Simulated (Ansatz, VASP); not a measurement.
# Hf in VASP and in Ansatz

INCAR

```
PREC = Accurate ; ENCUT = 520
EDIFF = 1E-6 ; ISMEAR = -1
SIGMA = 0.03 ; LREAL = F
LASPH = T ; NELM = 100
ALGO = Normal ; ISIF = 2
LWAVE = F ; LCHARG = T
GGA = PS ; LELF = T
LVHAR = T ; NBANDS = 11
```

File KPOINTS:

```
Automatic mesh
0
Gamma
  16 16 16
```

File POSCAR:

```
Hf
1.0
    0.0000000000      2.1746811614      2.1746811614
    2.1746811614      0.0000000000      2.1746811614
    2.1746811614      2.1746811614      0.0000000000
Hf
1
Direct
    0.0000000000      0.0000000000      0.0000000000
```

Input for Ansatz:

```yaml
crystal:
  lattice:
    - [0.0, 2.1746811614, 2.1746811614]
    - [2.1746811614, 0.0, 2.1746811614]
    - [2.1746811614, 2.1746811614, 0.0]
  atoms:
    - { symbol: Hf, position: [0.0, 0.0, 0.0] }
kpoints:
  mp_grid: { grid: [16, 16, 16] }
  band_path:
    path:
      - [0.0, 0.0, 0.0]
      - [0.5, 0.0, 0.5]
      - [0.625, 0.25, 0.625]
      - [0.375, 0.375, 0.75]
      - [0.0, 0.0, 0.0]
      - [0.5, 0.5, 0.5]
      - [0.5, 0.25, 0.75]
      - [0.5, 0.0, 0.5]
    npoints: 5
scf:
  occupations: { method: fermi_dirac, width: 0.03 }
hamiltonian:
  xc: pbesol
  pseudopotentials: { kind: all_electron, lapw: { basis_error: 0.00025 } }
output:
  forces: true
  stress: true
  eigenvalues: true
```

Change from the starting cell: volume scaled by 0.94.

Alike in both runs: task single point; functional PBEsol; k mesh 16 × 16 × 16; occupations fermi-dirac, width 0.03 eV; no spin polarisation.

```csv
,VASP,Ansatz
version,VASP 6.6.1,Ansatz 0.2.0
potentials or method,"VASP PAW PBE potentials, release 64 (Hf_pv), cutoff 520 eV","all-electron LAPW, scalar-relativistic"
```

|  | VASP | Ansatz | Ansatz less VASP |
| --- | --- | --- | --- |
| pressure (GPa) | 5.1 | 5.5 | +0.43 |

VASP's potentials were made for PBE, not for PBEsol. Ansatz ran all-electron here, and VASP with PAW potentials.

Spin-orbit coupling is off throughout.
